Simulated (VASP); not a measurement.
Write the native input for VASP 6.6.1 that does the following.

```
Task                   : single point
Functional             : PBE
Potentials or basis    : VASP PAW PBE potentials, release 64 (Ni, O)
Cutoff                 : 520 eV
k mesh                 : 9 × 9 × 9
Occupations            : fermi-dirac, width 0.05 eV
Spin                   : collinear spin, ferromagnetic start
Starting moments       : [0.2, 0.0] μB
Fixed moment           : 0.2 μB
Dipole correction      : no
Further INCAR settings : ALGO = Normal; EDIFF = 1e-06; NBANDS = 19
```

The structure of NiO lies in POSCAR:

```
NiO
1.0
    2.5046153800      0.0000000000      0.0000000000
    0.0000000000      2.5046153800      0.0000000000
    0.0000000000      0.0000000000      2.5046153800
Ni O
1 1
Direct
    0.0000000000      0.0000000000      0.0000000000
    0.5000000000      0.5000000000      0.5000000000
```

These files were run (other wordings do the same):

INCAR

```
SYSTEM = NiO
PREC = Accurate
ENCUT = 520
EDIFF = 1E-6
ISMEAR = -1
SIGMA = 0.05
LREAL = .False.
LASPH = .True.
NELM = 150
ALGO = Normal
ISIF = 2
LWAVE = .False.
LCHARG = .False.
ISPIN = 2
MAGMOM = 0.2 0
LORBIT = 11
NUPDOWN = 0.2
LMAXMIX = 4
GGA = PE
NBANDS = 19
```

KPOINTS

```
regular mesh
0
Gamma
  9 9 9
  0 0 0
```

Potentials or basis: VASP PAW PBE potentials, release 64 (Ni, O).

The run is started by

```bash
$ cat potpaw_PBE.64/Ni/POTCAR potpaw_PBE.64/O/POTCAR > POTCAR
$ mpirun -np 1 vasp_std > vasp.out
```

Results of the run:

- Pressure: 23.9 GPa
- Net moment: 0.20 μB per cell
- Site moments: Ni +0.16; O +0.04 μB
- Valence electrons inside the program's atomic spheres: Ni 9.18; O 4.92

Caveat: the total moment is fixed, so each spin has its own Fermi level.

Run time: 31 s on 1 thread of Intel Xeon 8259CL, with other jobs on the host, peak memory 0.14 GiB.
